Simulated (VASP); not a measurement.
# Ta (I4/mmm) in VASP: a series of runs

The runs below take Ta through single point, with PBE, PBE+D3(BJ)+U.

Everything below comes from runs of VASP 6.6.1. Logs are shortened: lines on timing, memory, paths and dates and some standing lists are left out, and cuts for length are marked.

## Step 1: The cell of the first run

Symmetry: I4/mmm, No. 139, tetragonal system. The conventional cell has a = 3.254 Å, b = 3.254 Å, c = 3.402 Å, α = 90.00°, β = 90.00°, γ = 90.00°. Within 3.8 Å of Ta (site symmetry 4/mmm) lie 14 Ta at 2.86 to 3.40 Å.

## Step 2: Single point, PBE (z stretched by +3 % at fixed volume)

Contents of INCAR:

```
SYSTEM = Ta
PREC = Accurate ; ENCUT = 520
EDIFF = 1E-6 ; ISMEAR = -1
SIGMA = 0.08 ; LREAL = .False.
LASPH = .True. ; NELM = 60
ALGO = Normal ; ISIF = 2
LWAVE = .False. ; LCHARG = .False.
GGA = PE ; NBANDS = 12
```

Contents of KPOINTS:

```
regular mesh
0
Gamma
  17 17 17
  0 0 0
```

Contents of POSCAR:

```
Ta
1.0
   -1.6270545305      1.6270545305      1.7008184000
    1.6270545305     -1.6270545305      1.7008184000
    1.6270545305      1.6270545305     -1.7008184000
Ta
1
Direct
    0.0000000000      0.0000000000      0.0000000000
```

Potentials or basis: VASP PAW PBE potentials, release 64 (Ta_pv).

Command:

```sh
$ cat potpaw_PBE.64/Ta_pv/POTCAR > POTCAR
$ mpirun -np 1 vasp_std > vasp.out
```

OUTCAR:

```text
SYSTEM = Ta
   PREC = Accurate
   ENCUT = 520
   EDIFF = 1E-6
   ISMEAR = -1
   LREAL = .False.
   LASPH = .True.
   NELM = 60
   ISIF = 2
   GGA = PE

 ion  position               nearest neighbor table
   1  0.000  0.000  0.000-

  LATTYP: Found a body centered tetragonal cell.
 ALAT       =     3.2541090610
 C/A-ratio  =     1.0453358312

  Lattice vectors:

 A1 = (  -1.6270545305,   1.6270545305,   1.7008184000)
 A2 = (   1.6270545305,  -1.6270545305,   1.7008184000)
 A3 = (   1.6270545305,   1.6270545305,  -1.7008184000)

Analysis of symmetry for initial positions (statically):
=====================================================================
 Subroutine PRICEL returns:
 Original cell was already a primitive cell.

 Routine SETGRP: Setting up the symmetry group for a
 body centered tetragonal supercell.

 Subroutine GETGRP returns: Found 16 space group operations
 (whereof 16 operations were pure point group operations)
 out of a pool of 16 trial point group operations.

The static configuration has the point symmetry D_4h.

Analysis of symmetry for dynamics (positions and initial velocities):
=====================================================================
 Subroutine PRICEL returns:
 Original cell was already a primitive cell.

 Routine SETGRP: Setting up the symmetry group for a
 body centered tetragonal supercell.

 Subroutine GETGRP returns: Found 16 space group operations
 (whereof 16 operations were pure point group operations)
 out of a pool of 16 trial point group operations.

The dynamic configuration has the point symmetry D_4h.

 Subroutine INISYM returns: Found 16 space group operations
 (whereof 16 operations are pure point group operations),
 and found     1 'primitive' translations

----------------------------------------------------------------------------------------

                                     Primitive cell

  volume of cell :      18.0104

  direct lattice vectors                    reciprocal lattice vectors
    -1.627054530  1.627054530  1.700818400     0.000000000  0.307303775  0.293976123
     1.627054530 -1.627054530  1.700818400     0.307303775  0.000000000  0.293976123
     1.627054530  1.627054530 -1.700818400     0.307303775  0.307303775  0.000000000

  length of vectors
     2.861362633  2.861362633  2.861362633     0.425273526  0.425273526  0.434593167

  position of ions in fractional coordinates (direct lattice)
     0.000000000  0.000000000  0.000000000

  ion indices of the primitive-cell ions
   primitive index   ion index
                 1           1

----------------------------------------------------------------------------------------

 KPOINTS: regular mesh

Automatic generation of k-mesh.
 Grid dimensions read from file:
 generate k-points for:   17   17   17

 Generating k-lattice:

  Cartesian coordinates                     Fractional coordinates (reciprocal lattice)
     0.000000000  0.018076693  0.017292713     0.058823529 -0.000000000  0.000000000
     0.018076693  0.000000000  0.017292713    -0.000000000  0.058823529  0.000000000
     0.018076693  0.018076693  0.000000000     0.000000000  0.000000000  0.058823529

  Length of vectors
     0.025016090  0.025016090  0.025564304

  Shift w.r.t. Gamma in fractional coordinates (k-lattice)
     0.000000000  0.000000000  0.000000000

 Subroutine IBZKPT returns following result:
 ===========================================

 Found    405 irreducible k-points:

 Following reciprocal coordinates:
            Coordinates               Weight
  0.000000  0.000000  0.000000      1.000000
  0.058824  0.000000  0.000000      8.000000
  0.117647  0.000000 -0.000000      8.000000
  0.176471  0.000000  0.000000      8.000000
  0.235294  0.000000 -0.000000      8.000000
  0.294118  0.000000  0.000000      8.000000
[... 16 lines left out ...]
 -0.176471  0.058824 -0.000000     16.000000
 -0.117647  0.058824  0.000000     16.000000
 [... further k-points ...]
   k-points           NKPTS =    405   k-points in BZ     NKDIM =    405   number of bands    NBANDS=     12
   number of dos      NEDOS =    301   number of ions     NIONS =      1
   total plane-waves  NPLWV =  13824
   dimension x,y,z NGX =    24 NGY =   24 NGZ =   24
   dimension x,y,z NGXF=    48 NGYF=   48 NGZF=   48
   ions per type =               1
   NGX,Y,Z   is equivalent  to a cutoff of  13.94, 13.94, 13.94 a.u.
   NGXF,Y,Z  is equivalent  to a cutoff of  27.89, 27.89, 27.89 a.u.
 SYSTEM =  Ta
   PREC   = accura    normal or accurate (medium, high low for compatibility)
   ISTART =      0    job   : 0-new  1-cont  2-samecut
   ICHARG =      2    charge: 1-file 2-atom 10-const
   ISPIN  =      1    spin polarized calculation?
   LNONCOLLINEAR =      F non collinear calculations
   LSORBIT =      F    spin-orbit coupling
   LASPH  =      T    aspherical Exc in radial PAW
   ENCUT  =  520.0 eV  38.22 Ry    6.18 a.u.   5.32  5.32  5.32*2*pi/ulx,y,z
   NELM   =     60;   NELMIN=  2; NELMDL= -5     # of ELM steps
   EDIFF  = 0.1E-05   stopping-criterion for ELM
   LREAL  =      F    real-space projection
[... 7 lines left out ...]
   TEBEG  =    0.0;   TEEND  =   0.0 temperature during run
   PSTRESS=    0.0 pullay stress
   NELECT =      11.0000    total number of electrons
   NUPDOWN=      -1.0000    fix difference up-down
   EMIN   =  10.00;   EMAX   =-10.00  energy-range for DOS
   EFERMI =   0.00;   METHOD = LEGACY
   ISMEAR =    -1;   SIGMA  =   0.08  broadening in eV -4-tet -1-fermi 0-gaus
   EFERMI_NEDOS =   21; number of points for ismear=-14 and -15
   IALGO  =     38    algorithm
   IMIX   =      4    mixing-type and parameters
     AMIX     =   0.40;   BMIX     =  1.00
     AMIX_MAG =   1.60;   BMIX_MAG =  1.00
  volume/ion in A,a.u.               =      18.01       121.54
  Fermi-wavevector in a.u.,A,eV,Ry     =   1.388988  2.624806 26.249534  1.929286
  Thomas-Fermi vector in A             =   2.513061
   LORBIT       =      0    0 simple, 1 ext, 2 COOP (PROOUT), +10 PAW based schemes
   GGA     = PE    functional components
   LHFCALC =     F    Hartree Fock is set to
   AEXX    =    0.0000 exact exchange contribution
   IVDW    =     0    specifies the selected vdW correction
   LEPSILON=     F    determine dielectric tensor
   LRPA    =     F    only Hartree local field effects (RPA)
 non-spin polarized calculation
  energy-cutoff  :      520.00
  volume of cell :       18.01
 maximum number of plane-waves:       496
 NGX is ok and might be reduce to    24
   NGX = 11   NGY = 11   NGZ = 11

 number of electron      11.0000000 magnetization

 Free energy of the ion-electron system (eV)
  ---------------------------------------------------
  ext. energy  EPLUGINS =         0.00000000
  ---------------------------------------------------
  free energy    TOTEN  =       -11.81649441 eV

  energy without entropy =      -11.78933148  energy(sigma->0) =      -11.80291295

 E-fermi :   5.5004     XC(G=0): -12.6182

 val. band max:        5.4945652466   @ k =  -0.1765   0.3529   0.1176
 cond. band min:       5.5106718986   @ k =  -0.1765  -0.4706   0.0588
 fundamental gap:      0.0161066521
 Fermi energy:         5.5004264040

 k-point     1 :       0.0000    0.0000    0.0000
  band No.  band energies     occupation
      1     -27.5885      2.00000
      2     -27.5807      2.00000
      3     -27.5807      2.00000
      4      -2.4297      2.00000
      5       6.0602      0.00183
      6       6.0602      0.00183
      7       6.6057      0.00000
      8       9.1011      0.00000
      9       9.8475      0.00000
     10      19.9958      0.00000
     11      20.1854      0.00000
     12      20.7840      0.00000

 k-point     2 :       0.0588    0.0000    0.0000
  band No.  band energies     occupation
      1     -27.6281      2.00000
      2     -27.5933      2.00000
      3     -27.5843      2.00000
      4      -2.2768      2.00000
      5       6.0374      0.00243
      6       6.0708      0.00160
      7       6.6475      0.00000
      8       8.9860      0.00000
      9       9.7936      0.00000
     10      20.1852      0.00000
     11      20.2678      0.00000
     12      21.0489      0.00000

 k-point     3 :       0.1176    0.0000   -0.0000
  band No.  band energies     occupation
      1     -27.7503      2.00000
      2     -27.6295      2.00000
      3     -27.5845      2.00000
      4      -1.8359      2.00000
      5       5.9214      0.01032
      6       5.9322      0.00902
      7       6.9748      0.00000
      8       8.7294      0.00000
      9       9.7109      0.00000
     10      20.1848      0.00000
     11      20.7839      0.00000
     12      21.8173      0.00000
[... 286 lines left out ...]
 k-point    23 :      -0.1765    0.0588   -0.0000
  band No.  band energies     occupation
      1     -27.8631      2.00000
      2     -27.6513      2.00000
      3     -27.6020      2.00000
      4      -1.4003      2.00000
      5       5.6283      0.33656
      6       5.8539      0.02382
      7       7.3409      0.00000
      8       8.6806      0.00000
      9       9.6411      0.00000
     10      20.1844      0.00000
     11      21.1653      0.00000
     12      22.3621      0.00000

 k-point    24 :      -0.1176    0.0588    0.0000
  band No.  band energies     occupation
      1     -27.7109      2.00000
      2     -27.6119      2.00000
      3     -27.5949      2.00000
      4      -1.9657      2.00000
      5       5.8243      0.03432
      6       6.1760      0.00043
      7       6.7435      0.00000
      8       8.9761      0.00000
      9       9.5880      0.00000
     10      20.1850      0.00000
     11      20.7100      0.00000
     12      21.3943      0.00000

 [... further k-points ...]

------------------------ aborting loop because EDIFF is reached ----------------------------------------

  FORCE on cell =-STRESS in cart. coord.  units (eV):
  Direction    XX          YY          ZZ          XY          YZ          ZX
  --------------------------------------------------------------------------------------
  -------------------------------------------------------------------------------------
  Total        0.5675279      0.5675279      0.0275251      0.0000000     -0.0000000      0.0000000
  in kB       50.4865442     50.4865442      2.4485988      0.0000000     -0.0000000      0.0000000
  external PRESSURE =      34.4738957 kB  Pullay stress =       0.0000000 kB

 VOLUME and BASIS-vectors are now :
 -----------------------------------------------------------------------------
  energy-cutoff  :      520.00
  volume of cell :       18.01
      direct lattice vectors                 reciprocal lattice vectors
    -1.627054530  1.627054530  1.700818400     0.000000000  0.307303775  0.293976123
     1.627054530 -1.627054530  1.700818400     0.307303775  0.000000000  0.293976123
     1.627054530  1.627054530 -1.700818400     0.307303775  0.307303775  0.000000000

 POSITION                                       TOTAL-FORCE (eV/Angst)
 -----------------------------------------------------------------------------------
      0.00000      0.00000      0.00000         0.000000      0.000000      0.000000
 -----------------------------------------------------------------------------------
    total drift:                                0.000000      0.000000     -0.000000

  FREE ENERGIE OF THE ION-ELECTRON SYSTEM (eV)
  ---------------------------------------------------
  free  energy   TOTEN  =       -11.8164944105 eV

  energy  without entropy=      -11.7893314797  energy(sigma->0) =      -11.80291295
```

It took 33 s on 1 thread of AMD EPYC 9R45 (Zen 5), shared host; peak memory 0.18 GiB.

What came out:

```
Free energy            : -11.8165 eV
Pressure               : 3.4 GPa
Band gap on the k mesh : zero (an odd number of electrons rules out a gap without spin polarisation)
```

Stress tensor (GPa, compression positive):
```
5.05 0.00 0.00
0.00 5.05 0.00
0.00 0.00 0.24
```

Caveat: the cell stands under pressure; spin-orbit coupling is left out, which moves the levels of the heavy elements.

## Step 3: Single point, PBE+D3(BJ)+U

Contents of INCAR:

```
PREC = Accurate
ENCUT = 520
EDIFF = 1E-6
ISMEAR = -1
SIGMA = 0.08
LREAL = F
LASPH = T
NELM = 150
ALGO = Normal
ISIF = 2
LWAVE = F
LCHARG = F
LMAXMIX = 4
LDAU = T
LDAUTYPE = 2
LDAUL = 2
LDAUU = 8
LDAUJ = 0
LDAUPRINT = 1
GGA = PE
IVDW = 12
NBANDS = 12
```

Contents of KPOINTS:

```
regular mesh
0
Gamma
  17 17 17
```

POSCAR is that of step 2.

Potentials or basis: VASP PAW PBE potentials, release 64 (Ta_pv).

Command:

```sh
$ cat potpaw_PBE.64/Ta_pv/POTCAR > POTCAR
$ mpirun -np 1 vasp_std > vasp.out
```

It took 40 s on 1 thread of AMD EPYC 9R45 (Zen 5), shared host; peak memory 0.18 GiB.

Results (log left out):

| Item | Value |
| --- | --- |
| Free energy | -5.5216 eV |
| Pressure | 29.4 GPa |
| Band gap on the k mesh | zero (an odd number of electrons rules out a gap without spin polarisation) |
| Dispersion energy per atom | -0.662 eV |

Stress tensor (GPa, compression positive):
```
30.25  0.00  0.00
 0.00 30.25  0.00
 0.00  0.00 27.69
```

Levels at points of the mesh, in eV from the Fermi level:
| k point | band 2 | band 3 | band 4 | band 5 | band 6 | band 7 | band 8 | band 9 | band 10 | band 11 |
| --- | --- | --- | --- | --- | --- | --- | --- | --- | --- | --- |
| (0.00, 0.00, 0.00) | -34.76 | -34.76 | -8.95 | 0.94 | 0.94 | 1.64 | 4.41 | 5.30 | 12.69 | 13.53 |

Eigenvalues of the final occupation matrices:
| site | spin | trace | eigenvalues |
| --- | --- | --- | --- |
| site 1 d | 1 | 1.04 | 0.16 0.17 0.22 0.24 0.24 |
| site 1 d | 2 | 1.04 | 0.16 0.17 0.22 0.24 0.24 |

Caveat: three body term missing; the cell stands under pressure; spin-orbit coupling is left out, which moves the levels of the heavy elements; U without spin polarisation on a metal has little footing; the U is typed as a test and isn't derived for this compound.
